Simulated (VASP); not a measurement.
# Sb3S2 (R-3m) in VASP: single point with PBE

Aim: the single point of Sb3S2 with PBE.

All numbers are computed with VASP 6.6.1; they aren't measurements. Logs are shortened: lines on timing, memory, paths and dates and some standing lists are left out, and cuts for length are marked.

## 1. The cell of the first run

Symmetry: R-3m, No. 166, trigonal system. Conventional cell: a = 6.633 Å, b = 6.633 Å, c = 11.932 Å, α = 90.00°, β = 90.00°, γ = 120.00°. Sb (site symmetry 2/m) has 8 Sb at 3.32 to 4.41 Å and 6 S at 3.44 to 3.62 Å within 4.5 Å. Within 2.4 Å of S (site symmetry 3m) lie 1 S at 1.82 Å.

The cell was generated, and may not be a known phase.

## 2. Single point, PBE

The input, INCAR:

```
PREC = Accurate
ENCUT = 500
EDIFF = 1E-6
ISMEAR = 0
SIGMA = 0.1
LREAL = False
LASPH = True
NELM = 120
ALGO = Normal
ISIF = 2
LWAVE = False
LCHARG = False
GGA = PE
NBANDS = 36
GGA_COMPAT = False
```

The input, KPOINTS:

```
Automatic mesh
0
Gamma
  3 3 3
```

The input, POSCAR:

```
Sb3S2
1.0
    3.3163399400      1.9146897600      3.9771875900
   -3.3163399400      1.9146897600      3.9771875900
    0.0000000000     -3.8293795200      3.9771875900
Sb S
3 2
Direct
    0.5000000000      0.5000000000      0.0000000000
    0.0000000000      0.5000000000      0.5000000000
    0.5000000000      0.0000000000      0.5000000000
    0.0762349900      0.0762349900      0.0762349900
    0.9237650100      0.9237650100      0.9237650100
```

Potentials or basis: VASP PAW PBE potentials, release 64 (Sb_d_GW, S).

The run is started by

```console
$ cat potpaw_PBE.64/Sb_d_GW/POTCAR potpaw_PBE.64/S/POTCAR > POTCAR
$ mpirun -np 1 vasp_std > vasp.out
```

OUTCAR:

```text
PREC = Accurate
   ENCUT = 500
   EDIFF = 1E-6
   ISMEAR = 0
   LREAL = False
   LASPH = True
   NELM = 120
   ISIF = 2
   GGA = PE

 ion  position               nearest neighbor table
   1  0.500  0.500  0.000-   2 3.32   3 3.32   3 3.32   2 3.32
   2  0.000  0.500  0.500-   3 3.32   3 3.32   1 3.32   1 3.32
   3  0.500  0.000  0.500-   2 3.32   2 3.32   1 3.32   1 3.32
   4  0.076  0.076  0.076-   5 1.82
   5  0.924  0.924  0.924-   4 1.82

  LATTYP: Found a trigonal (rhomboedric) cell.
 ALAT       =     5.5210658966
 COS(alpha) =     0.2783905397

  Lattice vectors:

 A1 = (   3.3163399400,   1.9146897600,   3.9771875900)
 A2 = (  -3.3163399400,   1.9146897600,   3.9771875900)
 A3 = (   0.0000000000,  -3.8293795200,   3.9771875900)

Analysis of symmetry for initial positions (statically):
=====================================================================
 Subroutine PRICEL returns:
 Original cell was already a primitive cell.

 Routine SETGRP: Setting up the symmetry group for a
 trigonal (rhombohedral) supercell.

 Subroutine GETGRP returns: Found 12 space group operations
 (whereof 12 operations were pure point group operations)
 out of a pool of 12 trial point group operations.

The static configuration has the point symmetry D_3d.

Analysis of symmetry for dynamics (positions and initial velocities):
=====================================================================
 Subroutine PRICEL returns:
 Original cell was already a primitive cell.

 Routine SETGRP: Setting up the symmetry group for a
 trigonal (rhombohedral) supercell.

 Subroutine GETGRP returns: Found 12 space group operations
 (whereof 12 operations were pure point group operations)
 out of a pool of 12 trial point group operations.

The dynamic configuration has the point symmetry D_3d.

 Subroutine INISYM returns: Found 12 space group operations
 (whereof 12 operations are pure point group operations),
 and found     1 'primitive' translations

----------------------------------------------------------------------------------------

                                     Primitive cell

  volume of cell :     151.5252

  direct lattice vectors                    reciprocal lattice vectors
     3.316339940  1.914689760  3.977187590     0.150768621  0.087046304  0.083811318
    -3.316339940  1.914689760  3.977187590    -0.150768621  0.087046304  0.083811318
     0.000000000 -3.829379520  3.977187590     0.000000000 -0.174092608  0.083811318

  length of vectors
     5.521065894  5.521065894  5.521065897     0.193216389  0.193216389  0.193216389

  position of ions in fractional coordinates (direct lattice)
     0.500000000  0.500000000  0.000000000
     0.000000000  0.500000000  0.500000000
     0.500000000  0.000000000  0.500000000
     0.076234990  0.076234990  0.076234990
     0.923765010  0.923765010  0.923765010

  ion indices of the primitive-cell ions
   primitive index   ion index
                 1           1
                 2           2
                 3           3
                 4           4
                 5           5

----------------------------------------------------------------------------------------

 KPOINTS: Automatic mesh

Automatic generation of k-mesh.
 Grid dimensions read from file:
 generate k-points for:    3    3    3

 Generating k-lattice:

  Cartesian coordinates                     Fractional coordinates (reciprocal lattice)
     0.050256207  0.029015435  0.027937106     0.333333333  0.000000000 -0.000000000
    -0.050256207  0.029015435  0.027937106     0.000000000  0.333333333 -0.000000000
     0.000000000 -0.058030869  0.027937106    -0.000000000 -0.000000000  0.333333333

  Length of vectors
     0.064405463  0.064405463  0.064405463

  Shift w.r.t. Gamma in fractional coordinates (k-lattice)
     0.000000000  0.000000000  0.000000000

 Subroutine IBZKPT returns following result:
 ===========================================

 Found      6 irreducible k-points:

 Following reciprocal coordinates:
            Coordinates               Weight
  0.000000  0.000000  0.000000      1.000000
  0.333333 -0.000000  0.000000      6.000000
  0.333333  0.333333  0.000000      6.000000
 -0.333333  0.333333  0.000000      6.000000
  0.333333  0.333333  0.333333      2.000000
 -0.333333  0.333333  0.333333      6.000000
   k-points           NKPTS =      6   k-points in BZ     NKDIM =      6   number of bands    NBANDS=     36
   number of dos      NEDOS =    301   number of ions     NIONS =      5
   total plane-waves  NPLWV =  64000
   dimension x,y,z NGX =    40 NGY =   40 NGZ =   40
   dimension x,y,z NGXF=    80 NGYF=   80 NGZF=   80
   ions per type =               3   2
   NGX,Y,Z   is equivalent  to a cutoff of  12.04, 12.04, 12.04 a.u.
   NGXF,Y,Z  is equivalent  to a cutoff of  24.09, 24.09, 24.09 a.u.
 SYSTEM =  unknown system
   PREC   = accura    normal or accurate (medium, high low for compatibility)
   ISTART =      0    job   : 0-new  1-cont  2-samecut
   ICHARG =      2    charge: 1-file 2-atom 10-const
   ISPIN  =      1    spin polarized calculation?
   LNONCOLLINEAR =      F non collinear calculations
   LSORBIT =      F    spin-orbit coupling
   LASPH  =      T    aspherical Exc in radial PAW
   ENCUT  =  500.0 eV  36.75 Ry    6.06 a.u.  10.07 10.07 10.07*2*pi/ulx,y,z
   NELM   =    120;   NELMIN=  2; NELMDL= -5     # of ELM steps
   EDIFF  = 0.1E-05   stopping-criterion for ELM
   LREAL  =      F    real-space projection
   EDIFFG = 0.1E-04   stopping-criterion for IOM
   NSW    =      0    number of steps for IOM
   IBRION =     -1    ionic relax: 0-MD 1-quasi-New 2-CG
   NFREE  =      0    steps in history (QN), initial steepest desc. (CG)
   ISIF   =      2    stress and relaxation
   ISYM   =      2    0-nonsym 1-usesym 2-fastsym
   POTIM  = 0.5000    time-step for ionic-motion
   TEBEG  =    0.0;   TEEND  =   0.0 temperature during run
   PSTRESS=    0.0 pullay stress
   NELECT =      57.0000    total number of electrons
   NUPDOWN=      -1.0000    fix difference up-down
   EMIN   =  10.00;   EMAX   =-10.00  energy-range for DOS
   EFERMI =   0.00;   METHOD = LEGACY
   ISMEAR =     0;   SIGMA  =   0.10  broadening in eV -4-tet -1-fermi 0-gaus
   EFERMI_NEDOS =   21; number of points for ismear=-14 and -15
   IALGO  =     38    algorithm
   IMIX   =      4    mixing-type and parameters
     AMIX     =   0.40;   BMIX     =  1.00
     AMIX_MAG =   1.60;   BMIX_MAG =  1.00
  volume/ion in A,a.u.               =      30.31       204.51
  Fermi-wavevector in a.u.,A,eV,Ry     =   1.181784  2.233248 19.002086  1.396614
  Thomas-Fermi vector in A             =   2.318051
   LORBIT       =      0    0 simple, 1 ext, 2 COOP (PROOUT), +10 PAW based schemes
   GGA     = PE    functional components
   LHFCALC =     F    Hartree Fock is set to
   AEXX    =    0.0000 exact exchange contribution
   IVDW    =     0    specifies the selected vdW correction
   LEPSILON=     F    determine dielectric tensor
   LRPA    =     F    only Hartree local field effects (RPA)
 non-spin polarized calculation
 Gauss-broadening in eV      SIGMA  =   0.10
  energy-cutoff  :      500.00
  volume of cell :      151.53
 maximum number of plane-waves:      3864
   NGX = 21   NGY = 21   NGZ = 21

 number of electron      56.9999961 magnetization

 Free energy of the ion-electron system (eV)
  ---------------------------------------------------
  ext. energy  EPLUGINS =         0.00000000
  ---------------------------------------------------
  free energy    TOTEN  =       -17.49366177 eV

  energy without entropy =      -17.47257248  energy(sigma->0) =      -17.48311712

 E-fermi :   3.5249     XC(G=0):  -9.2294

 val. band max:        3.5097996997   @ k =   0.3333   0.3333   0.0000
 cond. band min:       3.7693938296   @ k =  -0.3333   0.3333   0.3333
 fundamental gap:      0.2595941299
 Fermi energy:         3.5249470066

 k-point     1 :       0.0000    0.0000    0.0000
  band No.  band energies     occupation
      1     -25.5129      2.00000
      2     -25.4889      2.00000
      3     -25.4889      2.00000
      4     -25.4844      2.00000
      5     -25.4749      2.00000
      6     -25.4749      2.00000
[... 28 lines left out ...]
     35       8.2003      0.00000
     36       8.5948      0.00000

 k-point     2 :       0.3333   -0.0000    0.0000
  band No.  band energies     occupation
      1     -25.5049      2.00000
      2     -25.4875      2.00000
      3     -25.4813      2.00000
      4     -25.4795      2.00000
      5     -25.4730      2.00000
      6     -25.4711      2.00000
[... 28 lines left out ...]
     35       8.1474      0.00000
     36       9.0418      0.00000

 k-point     3 :       0.3333    0.3333    0.0000
  band No.  band energies     occupation
      1     -25.5041      2.00000
      2     -25.4873      2.00000
      3     -25.4819      2.00000
      4     -25.4791      2.00000
      5     -25.4727      2.00000
      6     -25.4714      2.00000
[... 28 lines left out ...]
     35       7.8841      0.00000
     36       9.8043      0.00000

 k-point     4 :      -0.3333    0.3333    0.0000
  band No.  band energies     occupation
      1     -25.4942      2.00000
      2     -25.4932      2.00000
      3     -25.4776      2.00000
      4     -25.4729      2.00000
      5     -25.4724      2.00000
      6     -25.4717      2.00000
[... 28 lines left out ...]
     35       8.4730      0.00000
     36       9.5476      0.00000

 k-point     5 :       0.3333    0.3333    0.3333
  band No.  band energies     occupation
      1     -25.5113      2.00000
      2     -25.4888      2.00000
      3     -25.4888      2.00000
      4     -25.4834      2.00000
      5     -25.4749      2.00000
      6     -25.4749      2.00000
[... 28 lines left out ...]
     35       8.0843      0.00000
     36       9.2493      0.00000

 k-point     6 :      -0.3333    0.3333    0.3333
  band No.  band energies     occupation
      1     -25.5034      2.00000
      2     -25.4876      2.00000
      3     -25.4817      2.00000
      4     -25.4788      2.00000
      5     -25.4727      2.00000
      6     -25.4707      2.00000
[... 28 lines left out ...]
     35       8.3683      0.00000
     36       9.2634      0.00000

------------------------ aborting loop because EDIFF is reached ----------------------------------------

  FORCE on cell =-STRESS in cart. coord.  units (eV):
  Direction    XX          YY          ZZ          XY          YZ          ZX
  --------------------------------------------------------------------------------------
  -------------------------------------------------------------------------------------
  Total       -5.3508285     -5.3508285      4.6583429      0.0000000     -0.0000000      0.0000000
  in kB      -56.5779006    -56.5779008     49.2557862      0.0000000     -0.0000000      0.0000000
  external PRESSURE =     -21.3000051 kB  Pullay stress =       0.0000000 kB

 VOLUME and BASIS-vectors are now :
 -----------------------------------------------------------------------------
  energy-cutoff  :      500.00
  volume of cell :      151.53
      direct lattice vectors                 reciprocal lattice vectors
     3.316339940  1.914689760  3.977187590     0.150768621  0.087046304  0.083811318
    -3.316339940  1.914689760  3.977187590    -0.150768621  0.087046304  0.083811318
     0.000000000 -3.829379520  3.977187590     0.000000000 -0.174092608  0.083811318

 POSITION                                       TOTAL-FORCE (eV/Angst)
 -----------------------------------------------------------------------------------
      0.00000      1.91469      3.97719         0.000000     -0.000000     -0.000000
     -1.65817     -0.95734      3.97719        -0.000000      0.000000     -0.000000
      1.65817     -0.95734      3.97719         0.000000      0.000000      0.000000
      0.00000      0.00000      0.90960         0.000000     -0.000000      4.153688
      0.00000      0.00000     11.02196         0.000000      0.000000     -4.153688
 -----------------------------------------------------------------------------------
    total drift:                                0.000000      0.000000     -0.000000

  FREE ENERGIE OF THE ION-ELECTRON SYSTEM (eV)
  ---------------------------------------------------
  free  energy   TOTEN  =       -17.4936617710 eV

  energy  without entropy=      -17.4725724764  energy(sigma->0) =      -17.48311712
```

Run time: 64 s. Hardware: 1 thread of Intel Xeon Platinum 8488C (Sapphire Rapids), shared host; peak memory 0.25 GiB.

Results:

* Free energy: -17.4937 eV
* Pressure: -2.1 GPa
* Largest force: 4.154 eV/Å
* Band gap on the k mesh: zero (an odd number of electrons rules out a gap without spin polarisation)

Forces in eV/Å, atoms in the order of the input:
```
Sb   0.000  0.000  0.000
Sb   0.000  0.000  0.000
Sb   0.000  0.000  0.000
S    0.000  0.000  4.154
S    0.000  0.000 -4.154
```

Levels at points of the mesh, in eV from the Fermi level:
| k point | band 26 | band 27 | band 28 | band 29 | band 30 | band 31 | band 32 | band 33 |
| --- | --- | --- | --- | --- | --- | --- | --- | --- |
| (0.00, 0.00, 0.00) | -1.01 | -0.56 | -0.41 | -0.41 | -0.12 | -0.12 | 2.84 | 3.92 |

Caveat: the k points lie up to 0.40 Å⁻¹ apart, too coarse for converged energies and pressures of a metal; spin-orbit coupling is left out, which moves the levels of the heavy elements; forces of over 1 eV/Å act on the atoms, so gaps and moduli don't describe the material at rest.

The gap in the log of VASP goes by the Fermi energy; the results here count the filled bands.